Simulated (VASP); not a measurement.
# LiCl (F-43m) in VASP: a series of runs

The runs below take LiCl through single point, with PBE.

Everything below comes from runs of VASP 6.6.1. Logs are shortened: lines on timing, memory, paths and dates and some standing lists are left out, and cuts for length are marked.

### 1 The cell of the first run

Symmetry: F-43m, No. 216, cubic system. Conventional cell: a = 5.466 Å, b = 5.466 Å, c = 5.466 Å, α = 90.00°, β = 90.00°, γ = 90.00°. Within 3.1 Å of Li (site symmetry -43m) lie 4 Cl at 2.37 Å. Cl (site symmetry -43m) has 4 Li at 2.37 Å within 3.1 Å.

### 2 Single point, PBE

Input file INCAR:

```
SYSTEM = LiCl
ALGO = Normal
EDIFF = 1E-6
ENCUT = 750
GGA = PE
GGA_COMPAT = .False.
ISIF = 2
ISMEAR = 0
LASPH = .True.
LCHARG = .False.
LREAL = .False.
LWAVE = .False.
NBANDS = 12
NELM = 120
PREC = Accurate
SIGMA = 0.01
```

Input file KPOINTS:

```
k-points
0
Gamma
  6 6 6
  0 0 0
```

Input file POSCAR:

```
LiCl
1.0
    0.0000000000      2.7330424076      2.7330424076
    2.7330424076      0.0000000000      2.7330424076
    2.7330424076      2.7330424076      0.0000000000
Li Cl
1 1
Direct
    0.0000000000      0.0000000000      0.0000000000
    0.2500000000      0.2500000000      0.2500000000
```

Potentials or basis: VASP PAW PBE potentials, release 64 (Li_sv, Cl).

Started as:

```
cat potpaw_PBE.64/Li_sv/POTCAR potpaw_PBE.64/Cl/POTCAR > POTCAR
mpirun -np 1 vasp_std > vasp.out
```

OUTCAR:

```text
SYSTEM = LiCl
   EDIFF = 1E-6
   ENCUT = 750
   GGA = PE
   ISIF = 2
   ISMEAR = 0
   LASPH = .True.
   LREAL = .False.
   NELM = 120
   PREC = Accurate

 ion  position               nearest neighbor table
   1  0.000  0.000  0.000-   2 2.37   2 2.37   2 2.37   2 2.37
   2  0.250  0.250  0.250-   1 2.37   1 2.37   1 2.37   1 2.37

  LATTYP: Found a face centered cubic cell.
 ALAT       =     5.4660848152

  Lattice vectors:

 A1 = (   0.0000000000,   2.7330424076,   2.7330424076)
 A2 = (   2.7330424076,   0.0000000000,   2.7330424076)
 A3 = (   2.7330424076,   2.7330424076,   0.0000000000)

Analysis of symmetry for initial positions (statically):
=====================================================================
 Subroutine PRICEL returns:
 Original cell was already a primitive cell.

 Routine SETGRP: Setting up the symmetry group for a
 face centered cubic supercell.

 Subroutine GETGRP returns: Found 24 space group operations
 (whereof 24 operations were pure point group operations)
 out of a pool of 48 trial point group operations.

The static configuration has the point symmetry T_d .

Analysis of symmetry for dynamics (positions and initial velocities):
=====================================================================
 Subroutine PRICEL returns:
 Original cell was already a primitive cell.

 Routine SETGRP: Setting up the symmetry group for a
 face centered cubic supercell.

 Subroutine GETGRP returns: Found 24 space group operations
 (whereof 24 operations were pure point group operations)
 out of a pool of 48 trial point group operations.

The dynamic configuration has the point symmetry T_d .

 Subroutine INISYM returns: Found 24 space group operations
 (whereof 24 operations are pure point group operations),
 and found     1 'primitive' translations

----------------------------------------------------------------------------------------

                                     Primitive cell

  volume of cell :      40.8290

  direct lattice vectors                    reciprocal lattice vectors
     0.000000000  2.733042408  2.733042408    -0.182946301  0.182946301  0.182946301
     2.733042408  0.000000000  2.733042408     0.182946301 -0.182946301  0.182946301
     2.733042408  2.733042408  0.000000000     0.182946301  0.182946301 -0.182946301

  length of vectors
     3.865105639  3.865105639  3.865105639     0.316872289  0.316872289  0.316872289

  position of ions in fractional coordinates (direct lattice)
     0.000000000  0.000000000  0.000000000
     0.250000000  0.250000000  0.250000000

  ion indices of the primitive-cell ions
   primitive index   ion index
                 1           1
                 2           2

----------------------------------------------------------------------------------------

 KPOINTS: k-points

Automatic generation of k-mesh.
 Grid dimensions read from file:
 generate k-points for:    6    6    6

 Generating k-lattice:

  Cartesian coordinates                     Fractional coordinates (reciprocal lattice)
    -0.030491050  0.030491050  0.030491050     0.166666667  0.000000000  0.000000000
     0.030491050 -0.030491050  0.030491050     0.000000000  0.166666667  0.000000000
     0.030491050  0.030491050 -0.030491050     0.000000000  0.000000000  0.166666667

  Length of vectors
     0.052812048  0.052812048  0.052812048

  Shift w.r.t. Gamma in fractional coordinates (k-lattice)
     0.000000000  0.000000000  0.000000000

 Subroutine IBZKPT returns following result:
 ===========================================

 Found     16 irreducible k-points:

 Following reciprocal coordinates:
            Coordinates               Weight
  0.000000  0.000000  0.000000      1.000000
  0.166667  0.000000  0.000000      8.000000
  0.333333  0.000000  0.000000      8.000000
  0.500000  0.000000  0.000000      4.000000
  0.166667  0.166667  0.000000      6.000000
  0.333333  0.166667  0.000000     24.000000
[... 8 lines left out ...]
 -0.333333  0.333333  0.166667     24.000000
 -0.333333  0.500000  0.166667     12.000000
   k-points           NKPTS =     16   k-points in BZ     NKDIM =     16   number of bands    NBANDS=     12
   number of dos      NEDOS =    301   number of ions     NIONS =      2
   total plane-waves  NPLWV =  46656
   dimension x,y,z NGX =    36 NGY =   36 NGZ =   36
   dimension x,y,z NGXF=    72 NGYF=   72 NGZF=   72
   ions per type =               1   1
   NGX,Y,Z   is equivalent  to a cutoff of  15.48, 15.48, 15.48 a.u.
   NGXF,Y,Z  is equivalent  to a cutoff of  30.97, 30.97, 30.97 a.u.
 SYSTEM =  LiCl
   PREC   = accura    normal or accurate (medium, high low for compatibility)
   ISTART =      0    job   : 0-new  1-cont  2-samecut
   ICHARG =      2    charge: 1-file 2-atom 10-const
   ISPIN  =      1    spin polarized calculation?
   LNONCOLLINEAR =      F non collinear calculations
   LSORBIT =      F    spin-orbit coupling
   LASPH  =      T    aspherical Exc in radial PAW
   ENCUT  =  750.0 eV  55.12 Ry    7.42 a.u.   8.63  8.63  8.63*2*pi/ulx,y,z
   NELM   =    120;   NELMIN=  2; NELMDL= -5     # of ELM steps
   EDIFF  = 0.1E-05   stopping-criterion for ELM
   LREAL  =      F    real-space projection
   EDIFFG = 0.1E-04   stopping-criterion for IOM
   NSW    =      0    number of steps for IOM
   IBRION =     -1    ionic relax: 0-MD 1-quasi-New 2-CG
   NFREE  =      0    steps in history (QN), initial steepest desc. (CG)
   ISIF   =      2    stress and relaxation
   ISYM   =      2    0-nonsym 1-usesym 2-fastsym
   POTIM  = 0.5000    time-step for ionic-motion
   TEBEG  =    0.0;   TEEND  =   0.0 temperature during run
   PSTRESS=    0.0 pullay stress
   NELECT =      10.0000    total number of electrons
   NUPDOWN=      -1.0000    fix difference up-down
   EMIN   =  10.00;   EMAX   =-10.00  energy-range for DOS
   EFERMI =   0.00;   METHOD = LEGACY
   ISMEAR =     0;   SIGMA  =   0.01  broadening in eV -4-tet -1-fermi 0-gaus
   EFERMI_NEDOS =   21; number of points for ismear=-14 and -15
   IALGO  =     38    algorithm
   IMIX   =      4    mixing-type and parameters
     AMIX     =   0.40;   BMIX     =  1.00
     AMIX_MAG =   1.60;   BMIX_MAG =  1.00
  volume/ion in A,a.u.               =      20.41       137.76
  Fermi-wavevector in a.u.,A,eV,Ry     =   1.024279  1.935608 14.274531  1.049148
  Thomas-Fermi vector in A             =   2.158058
   LORBIT       =      0    0 simple, 1 ext, 2 COOP (PROOUT), +10 PAW based schemes
   GGA     = PE    functional components
   LHFCALC =     F    Hartree Fock is set to
   AEXX    =    0.0000 exact exchange contribution
   IVDW    =     0    specifies the selected vdW correction
   LEPSILON=     F    determine dielectric tensor
   LRPA    =     F    only Hartree local field effects (RPA)
 non-spin polarized calculation
 Gauss-broadening in eV      SIGMA  =   0.01
  energy-cutoff  :      750.00
  volume of cell :       40.83
 maximum number of plane-waves:      1932
 NGX is ok and might be reduce to    36
   NGX = 17   NGY = 17   NGZ = 17

 number of electron      10.0000001 magnetization

 Free energy of the ion-electron system (eV)
  ---------------------------------------------------
  ext. energy  EPLUGINS =         0.00000000
  ---------------------------------------------------
  free energy    TOTEN  =        -7.42393845 eV

  energy without entropy =       -7.42393845  energy(sigma->0) =       -7.42393845

 E-fermi :  -1.0793     XC(G=0):  -7.7286

 val. band max:       -1.1417763505   @ k =   0.0000   0.0000   0.0000
 cond. band min:       4.9090352954   @ k =   0.0000   0.0000   0.0000
 fundamental gap:      6.0508116459
 Fermi energy:        -1.0792841646

 k-point     1 :       0.0000    0.0000    0.0000
  band No.  band energies     occupation
      1     -43.9727      2.00000
      2     -13.8767      2.00000
      3      -1.1418      2.00000
      4      -1.1418      2.00000
      5      -1.1418      2.00000
      6       4.9090      0.00000
      7       9.0381      0.00000
      8       9.0381      0.00000
      9       9.0381      0.00000
     10      13.3958      0.00000
     11      13.3958      0.00000
     12      16.5809      0.00000

 k-point     2 :       0.1667    0.0000    0.0000
  band No.  band energies     occupation
      1     -43.9723      2.00000
      2     -13.8064      2.00000
      3      -1.7540      2.00000
      4      -1.2196      2.00000
      5      -1.2196      2.00000
      6       5.5856      0.00000
      7       9.2070      0.00000
      8       9.3084      0.00000
      9       9.3084      0.00000
     10      12.7128      0.00000
     11      12.7128      0.00000
     12      15.3130      0.00000

 k-point     3 :       0.3333    0.0000    0.0000
  band No.  band energies     occupation
      1     -43.9715      2.00000
      2     -13.6583      2.00000
      3      -2.7459      2.00000
      4      -1.3652      2.00000
      5      -1.3652      2.00000
      6       6.7330      0.00000
      7       9.3724      0.00000
      8       9.3724      0.00000
      9       9.4648      0.00000
     10      13.2777      0.00000
     11      13.2777      0.00000
     12      15.0334      0.00000

 k-point     4 :       0.5000    0.0000    0.0000
  band No.  band energies     occupation
      1     -43.9711      2.00000
      2     -13.5801      2.00000
      3      -3.1743      2.00000
      4      -1.4337      2.00000
      5      -1.4337      2.00000
      6       7.2392      0.00000
      7       9.2075      0.00000
      8       9.2075      0.00000
      9       9.6124      0.00000
     10      15.0226      0.00000
     11      15.0226      0.00000
     12      15.2976      0.00000

 k-point     5 :       0.1667    0.1667    0.0000
  band No.  band energies     occupation
      1     -43.9722      2.00000
      2     -13.7833      2.00000
      3      -1.6866      2.00000
      4      -1.3743      2.00000
      5      -1.3743      2.00000
      6       5.7117      0.00000
      7       9.0210      0.00000
      8       9.6728      0.00000
      9       9.6728      0.00000
     10      11.1465      0.00000
     11      13.8238      0.00000
     12      17.2037      0.00000
[... 108 lines left out ...]
      1     -43.9706      2.00000
      2     -13.4882      2.00000
      3      -2.7894      2.00000
      4      -1.9833      2.00000
      5      -1.9833      2.00000
      6       5.5013      0.00000
      7       8.5153      0.00000
      8      12.3583      0.00000
      9      12.8055      0.00000
     10      12.8055      0.00000
     11      15.7908      0.00000
     12      15.9712      0.00000

 k-point    14 :       0.5000    0.3333    0.1667
  band No.  band energies     occupation
      1     -43.9710      2.00000
      2     -13.5608      2.00000
      3      -2.6666      2.00000
      4      -2.0068      2.00000
      5      -1.6645      2.00000
      6       6.9617      0.00000
      7       8.7548      0.00000
      8       9.8088      0.00000
      9      11.0218      0.00000
     10      12.0570      0.00000
     11      15.0676      0.00000
     12      15.8322      0.00000

 k-point    15 :      -0.3333    0.3333    0.1667
  band No.  band energies     occupation
      1     -43.9708      2.00000
      2     -13.5087      2.00000
      3      -2.7680      2.00000
      4      -2.1693      2.00000
      5      -1.8157      2.00000
      6       7.3204      0.00000
      7       8.5938      0.00000
      8      10.5081      0.00000
      9      10.8937      0.00000
     10      12.1918      0.00000
     11      14.7957      0.00000
     12      15.6488      0.00000

 k-point    16 :      -0.3333    0.5000    0.1667
  band No.  band energies     occupation
      1     -43.9706      2.00000
      2     -13.4853      2.00000
      3      -2.6428      2.00000
      4      -2.1736      2.00000
      5      -2.0931      2.00000
      6       6.4831      0.00000
      7       9.2101      0.00000
      8      10.5155      0.00000
      9      11.2986      0.00000
     10      12.9656      0.00000
     11      15.2494      0.00000
     12      15.9998      0.00000

------------------------ aborting loop because EDIFF is reached ----------------------------------------

  FORCE on cell =-STRESS in cart. coord.  units (eV):
  Direction    XX          YY          ZZ          XY          YZ          ZX
  --------------------------------------------------------------------------------------
  -------------------------------------------------------------------------------------
  Total        0.1584926      0.1584926      0.1584926     -0.0000000     -0.0000000     -0.0000000
  in kB        6.2194265      6.2194265      6.2194265     -0.0000000     -0.0000000     -0.0000000
  external PRESSURE =       6.2194265 kB  Pullay stress =       0.0000000 kB

 VOLUME and BASIS-vectors are now :
 -----------------------------------------------------------------------------
  energy-cutoff  :      750.00
  volume of cell :       40.83
      direct lattice vectors                 reciprocal lattice vectors
     0.000000000  2.733042408  2.733042408    -0.182946301  0.182946301  0.182946301
     2.733042408  0.000000000  2.733042408     0.182946301 -0.182946301  0.182946301
     2.733042408  2.733042408  0.000000000     0.182946301  0.182946301 -0.182946301

 POSITION                                       TOTAL-FORCE (eV/Angst)
 -----------------------------------------------------------------------------------
      0.00000      0.00000      0.00000         0.000000      0.000000      0.000000
      1.36652      1.36652      1.36652        -0.000000     -0.000000     -0.000000
 -----------------------------------------------------------------------------------
    total drift:                                0.000000      0.000000      0.000000

  FREE ENERGIE OF THE ION-ELECTRON SYSTEM (eV)
  ---------------------------------------------------
  free  energy   TOTEN  =        -7.4239384499 eV

  energy  without entropy=       -7.4239384499  energy(sigma->0) =       -7.42393845
```

It took 25 s on 1 thread of Intel Xeon 8259CL, shared host; peak memory 0.2 GiB.

What came out:

```yaml
Free_energy: -7.4239 eV
Pressure: 0.6 GPa
Band_gap_on_the_k_mesh: 6.05 eV, direct
```

### 3 Single point, PBE (volume changed by -5%)

Input file INCAR:

```
SYSTEM = LiCl
PREC     = Accurate       ! precision mode
ENCUT    = 750            ! plane-wave cutoff, eV
EDIFF    = 1E-6           ! SCF threshold, eV
ISMEAR   = 0              ! smearing method
SIGMA    = 0.01           ! smearing width, eV
LREAL    = .FALSE.        ! projectors in reciprocal space
LASPH    = .TRUE.         ! aspherical terms in the spheres
NELM     = 120            ! most SCF steps
ALGO     = Normal         ! electronic algorithm
ISIF     = 2              ! what is computed and relaxed
LWAVE    = .FALSE.        ! write WAVECAR
LCHARG   = .FALSE.        ! write CHGCAR
GGA      = PE             ! functional
NBANDS   = 12             ! bands
GGA_COMPAT= .FALSE.
```

Input file KPOINTS:

```
regular mesh
0
G
  6 6 6
  0 0 0
```

Input file POSCAR:

```
LiCl
1.0
    0.0000000000      2.6867107043      2.6867107043
    2.6867107043      0.0000000000      2.6867107043
    2.6867107043      2.6867107043      0.0000000000
Li Cl
1 1
Direct
    0.0000000000      0.0000000000      0.0000000000
    0.2500000000      0.2500000000      0.2500000000
```

Potentials or basis: VASP PAW PBE potentials, release 64 (Li_sv, Cl).

Started as:

```
cat potpaw_PBE.64/Li_sv/POTCAR potpaw_PBE.64/Cl/POTCAR > POTCAR
mpirun -np 1 vasp_std > vasp.out
```

Run time: 24 s. Hardware: 1 thread of Intel Xeon 8259CL, shared host; peak memory 0.19 GiB.

The run converged. Its results:

| Property | Result |
| --- | --- |
| Free energy | -7.4059 eV |
| Pressure | 2.2 GPa |
| Band gap on the k mesh | 6.24 eV, direct |

Levels at points of the mesh, in eV from the valence-band top:
```
           k point  band 3  band 4  band 5  band 6  band 7  band 8
(0.00, 0.00, 0.00)    0.00    0.00    0.00    6.24   10.24   10.24
(0.50, 0.00, 0.00)   -2.20   -0.32   -0.32    8.54   10.41   10.41
(0.50, 0.50, 0.00)   -1.78   -0.92   -0.92    6.61    9.71   14.01
```
